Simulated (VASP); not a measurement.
# Sn2Te (Fddd) in VASP: relaxation of cell and atoms with PBE

Aim: the relaxation of cell and atoms of Sn2Te with PBE.

All numbers are computed with VASP 6.6.1; they aren't measurements. Logs are shortened: lines on timing, memory, paths and dates and some standing lists are left out, and cuts for length are marked.

## (1) The cell of the first run

Symmetry: Fddd, No. 70, orthorhombic system. Conventional cell: a = 6.242 Å, b = 10.098 Å, c = 11.160 Å, α = 90.00°, β = 90.00°, γ = 90.00°. Within 4.3 Å of Sn (site symmetry 2) lie 5 Te at 3.29 to 3.58 Å and 9 Sn at 3.34 to 4.07 Å. Te (site symmetry 222) has 10 Sn at 3.29 to 3.58 Å and 4 Te at 4.07 Å within 4.3 Å.

The cell was generated, and may not be a known phase.

## (2) Relaxation of cell and atoms, PBE

Contents of INCAR:

```
SYSTEM = Sn2Te
PREC = Accurate
ENCUT = 600
EDIFF = 1E-7
ISMEAR = 0
SIGMA = 0.1
LREAL = .FALSE.
LASPH = .TRUE.
NELM = 60
ALGO = Fast
ISIF = 3
LWAVE = .FALSE.
LCHARG = .FALSE.
GGA = PE
IBRION = 2
NSW = 100
EDIFFG = -0.01
```

Contents of KPOINTS:

```
Automatic mesh
0
G
  6 6 6
  0 0 0
```

Contents of POSCAR:

```
Sn2Te
1.0
    0.0000000000      5.0491984693      5.5801867697
    3.1210593153      0.0000000000      5.5801867697
    3.1210593153      5.0491984693      0.0000000000
Sn Te
4 2
Direct
    0.0763795195      0.4236204805      0.0763795195
    0.4236204805      0.0763795195      0.4236204805
    0.1736204805      0.8263795195      0.1736204805
    0.8263795195      0.1736204805      0.8263795195
    0.7500000000      0.7500000000      0.7500000000
    0.5000000000      0.5000000000      0.5000000000
```

Potentials or basis: VASP PAW PBE potentials, release 64 (Sn_d, Te).

On the command line:

```sh
$ cat potpaw_PBE.64/Sn_d/POTCAR potpaw_PBE.64/Te/POTCAR > POTCAR
$ mpirun -np 1 vasp_std > vasp.out
```

OUTCAR:

```text
SYSTEM = Sn2Te
   PREC = Accurate
   ENCUT = 600
   EDIFF = 1E-7
   ISMEAR = 0
   LREAL = .FALSE.
   LASPH = .TRUE.
   NELM = 60
   ISIF = 3
   GGA = PE
   IBRION = 2
   NSW = 100
   EDIFFG = -0.01

 ion  position               nearest neighbor table
   1  0.076  0.424  0.076-   6 3.29   6 3.29   5 3.30   3 3.34   3 3.34   2 3.48   2 3.48   2 3.51
                             5 3.58   5 3.58
   2  0.424  0.076  0.424-   6 3.29   6 3.29   5 3.30   4 3.34   4 3.34   1 3.48   1 3.48   1 3.51
                             5 3.58   5 3.58
   3  0.174  0.826  0.174-   5 3.29   5 3.29   6 3.30   1 3.34   1 3.34   4 3.48   4 3.48   4 3.51
                             6 3.58   6 3.58
   4  0.826  0.174  0.826-   5 3.29   5 3.29   6 3.30   2 3.34   2 3.34   3 3.48   3 3.48   3 3.51
                             6 3.58   6 3.58
   5  0.750  0.750  0.750-   4 3.29   3 3.29   4 3.29   3 3.29   1 3.30   2 3.30   2 3.58   2 3.58
                             1 3.58   1 3.58
   6  0.500  0.500  0.500-   1 3.29   2 3.29   1 3.29   2 3.29   3 3.30   4 3.30   3 3.58   3 3.58
                             4 3.58   4 3.58

  LATTYP: Found a face centered orthorhombic cell.
 ALAT       =     6.2421186306
 B/A-ratio  =     1.6177835662
 C/A-ratio  =     1.7879143605

  Lattice vectors:

 A1 = (   0.0000000000,   5.0491984693,   5.5801867697)
 A2 = (   3.1210593153,   0.0000000000,   5.5801867697)
 A3 = (   3.1210593153,   5.0491984693,   0.0000000000)

Analysis of symmetry for initial positions (statically):
=====================================================================
 Subroutine PRICEL returns:
 Original cell was already a primitive cell.

 Routine SETGRP: Setting up the symmetry group for a
 face centered orthorhombic supercell.

 Subroutine GETGRP returns: Found  8 space group operations
 (whereof  4 operations were pure point group operations)
 out of a pool of  8 trial point group operations.

The static configuration has the point symmetry D_2 .
 The point group associated with its full space group is D_2h.

Analysis of symmetry for dynamics (positions and initial velocities):
=====================================================================
 Subroutine PRICEL returns:
 Original cell was already a primitive cell.

 Routine SETGRP: Setting up the symmetry group for a
 face centered orthorhombic supercell.

 Subroutine GETGRP returns: Found  8 space group operations
 (whereof  4 operations were pure point group operations)
 out of a pool of  8 trial point group operations.

The dynamic configuration has the point symmetry D_2 .
 The point group associated with its full space group is D_2h.

 Subroutine INISYM returns: Found  8 space group operations
 (whereof  4 operations are pure point group operations),
[... 123 lines left out ...]
     AMIX     =   0.40;   BMIX     =  1.00
     AMIX_MAG =   1.60;   BMIX_MAG =  1.00
  volume/ion in A,a.u.               =      29.31       197.81
  Fermi-wavevector in a.u.,A,eV,Ry     =   1.192642  2.253766 19.352855  1.422395
  Thomas-Fermi vector in A             =   2.328675
   LORBIT       =      0    0 simple, 1 ext, 2 COOP (PROOUT), +10 PAW based schemes
   GGA     = PE    functional components
   LHFCALC =     F    Hartree Fock is set to
   AEXX    =    0.0000 exact exchange contribution
   IVDW    =     0    specifies the selected vdW correction
   LEPSILON=     F    determine dielectric tensor
   LRPA    =     F    only Hartree local field effects (RPA)
 conjugate gradient relaxation of ions
 non-spin polarized calculation
 RMM-DIIS sequential band-by-band and
 Gauss-broadening in eV      SIGMA  =   0.10
  energy-cutoff  :      600.00
  volume of cell :      175.87
 maximum number of plane-waves:      5900
   NGX = 31   NGY = 25   NGZ = 23

--------------------------------------- Ionic step        1  -------------------------------------------

 number of electron      68.0000010 magnetization

 Free energy of the ion-electron system (eV)
  ---------------------------------------------------
  ext. energy  EPLUGINS =         0.00000000
  ---------------------------------------------------
  free energy    TOTEN  =       -21.62526130 eV

  energy without entropy =      -21.60510496  energy(sigma->0) =      -21.61518313

------------------------ aborting loop because EDIFF is reached ----------------------------------------

  FORCE on cell =-STRESS in cart. coord.  units (eV):
  Direction    XX          YY          ZZ          XY          YZ          ZX
  --------------------------------------------------------------------------------------
  -------------------------------------------------------------------------------------
  Total        0.4442953     -0.1452985     -0.4111776      0.0000000      0.0000000      0.0000000
  in kB        4.0474273     -1.3236358     -3.7457329      0.0000000      0.0000000      0.0000000
  external PRESSURE =      -0.3406471 kB  Pullay stress =       0.0000000 kB
[... 101 lines left out ...]
  FREE ENERGIE OF THE ION-ELECTRON SYSTEM (eV)
  ---------------------------------------------------
  free  energy   TOTEN  =       -21.6412129702 eV

  energy  without entropy=      -21.6245836783  energy(sigma->0) =      -21.63289832

 E-fermi :   7.7005     XC(G=0): -10.0153

 val. band max:        7.6965335928   @ k =   0.5000   0.0000   0.0000
 cond. band min:       7.7185267610   @ k =  -0.3333   0.3333   0.0000
 fundamental gap:      0.0219931682
 Fermi energy:         7.7004847468

 k-point     1 :       0.0000    0.0000    0.0000
  band No.  band energies     occupation
      1     -14.1236      2.00000
      2     -14.1120      2.00000
      3     -14.1106      2.00000
      4     -14.0925      2.00000
      5     -14.0752      2.00000
      6     -14.0746      2.00000
[... 1021 lines left out ...]
     39      10.1147      0.00000
     40      10.1451      0.00000

 [... further k-points ...]

[... ionic steps 4 to 23 ...]

--------------------------------------- Ionic step       24  -------------------------------------------

 number of electron      68.0000000 magnetization

------------------------ aborting loop because EDIFF is reached ----------------------------------------
[... 75 lines left out ...]
--------------------------------------- Ionic step       26  -------------------------------------------

 number of electron      68.0000002 magnetization

 Free energy of the ion-electron system (eV)
  ---------------------------------------------------
  ext. energy  EPLUGINS =         0.00000000
  ---------------------------------------------------
  free energy    TOTEN  =       -22.06903431 eV

  energy without entropy =      -22.05815590  energy(sigma->0) =      -22.06359511

 E-fermi :   6.8886     XC(G=0):  -9.6534

 val. band max:        6.8756830509   @ k =  -0.3333   0.1667  -0.0000
 cond. band min:       6.8975456615   @ k =   0.5000   0.1667   0.1667
 fundamental gap:      0.0218626107
 Fermi energy:         6.8886015279

 k-point     1 :       0.0000    0.0000    0.0000
  band No.  band energies     occupation
      1     -14.8052      2.00000
      2     -14.7965      2.00000
      3     -14.7936      2.00000
      4     -14.7660      2.00000
      5     -14.7601      2.00000
      6     -14.7548      2.00000
[... 1056 lines left out ...]
  FREE ENERGIE OF THE ION-ELECTRON SYSTEM (eV)
  ---------------------------------------------------
  free  energy   TOTEN  =       -22.0690343081 eV

  energy  without entropy=      -22.0581559048  energy(sigma->0) =      -22.06359511

 reached required accuracy - stopping structural energy minimisation
```

Run time: 87 min. Hardware: 1 thread of Intel Xeon 6975P-C (Granite Rapids), shared host; peak memory 0.64 GiB.

Results:

* Free energy: -22.0690 eV
* Relaxed volume: 30.85 Å³/atom
* Relaxed cell: a = 6.564 Å, b = 6.146 Å, c = 6.535 Å, α = 62.26°, β = 55.96°, γ = 61.78°
* Space group after relaxing (to 0.1 Å): Fddd (No. 70)
* Energy gained by relaxing: 74.0 meV/atom
* Ionic steps: 26
* Pressure after relaxing: 0.0 GPa
* Band gap on the k mesh: zero (bands 34 and 35 overlap by 1.51 eV)

The path:
| step | energy change (eV) | largest force (eV/Å) | pressure (GPa) | volume (Å³) |
| --- | --- | --- | --- | --- |
| 1 | 0.0000 | 0.0030 | -0.03 | 175.87 |
| 2 | -0.0034 | 0.0007 | -0.04 | 175.71 |
| 3 | -0.0160 | 0.0164 | 0.15 | 175.21 |
| 4 | -0.0398 | 0.0280 | 0.60 | 174.08 |
| 5 | -0.0331 | 0.0353 | 1.77 | 171.38 |
| 6 | -0.0426 | 0.0312 | 1.20 | 172.65 |
| 7 | -0.0435 | 0.0306 | 1.19 | 172.72 |
| 8 | -0.0459 | 0.0284 | 1.16 | 172.94 |
| 9 | -0.0503 | 0.0240 | 1.09 | 173.36 |
| 10 | -0.0572 | 0.0137 | 1.00 | 174.17 |
| 11 | -0.0787 | 0.0068 | 0.88 | 175.63 |
| 12 | -0.1954 | 0.0081 | 0.81 | 177.94 |
| 13 | -0.3977 | 0.0287 | 1.07 | 180.15 |
| 14 | -0.0864 | 0.2438 | 1.71 | 175.46 |
| 15 | -0.4093 | 0.0649 | 1.21 | 180.11 |
| 16 | -0.3909 | 0.0491 | -1.00 | 189.12 |
| 17 | -0.4226 | 0.0169 | 0.28 | 183.71 |
| 18 | -0.4380 | 0.0245 | 0.19 | 183.92 |
| 19 | -0.4408 | 0.0504 | 0.16 | 184.04 |
| 20 | -0.4408 | 0.0491 | 0.16 | 184.04 |
| 21 | -0.4419 | 0.0482 | -0.05 | 184.94 |
| 22 | -0.4420 | 0.0473 | -0.10 | 185.23 |
| 23 | -0.4429 | 0.0310 | -0.04 | 185.12 |
| 24 | -0.4434 | 0.0138 | 0.01 | 184.99 |
| 25 | -0.4435 | 0.0057 | 0.03 | 184.93 |
| 26 | -0.4438 | 0.0018 | 0.00 | 185.07 |

Final structure:
```
CELL_PARAMETERS angstrom
0.00000 4.90037 4.36787
4.32326 0.00000 4.36787
4.32326 4.90037 0.00000
ATOMIC_POSITIONS crystal
Sn 0.07448 0.42552 0.07448
Sn 0.42552 0.07448 0.42552
Sn 0.17552 0.82448 0.17552
Sn 0.82448 0.17552 0.82448
Te 0.75000 0.75000 0.75000
Te 0.50000 0.50000 0.50000
```

Caveat: spin-orbit coupling is left out, which moves the levels of the heavy elements.

The gap in the log of VASP goes by the Fermi energy; the results here count the filled bands.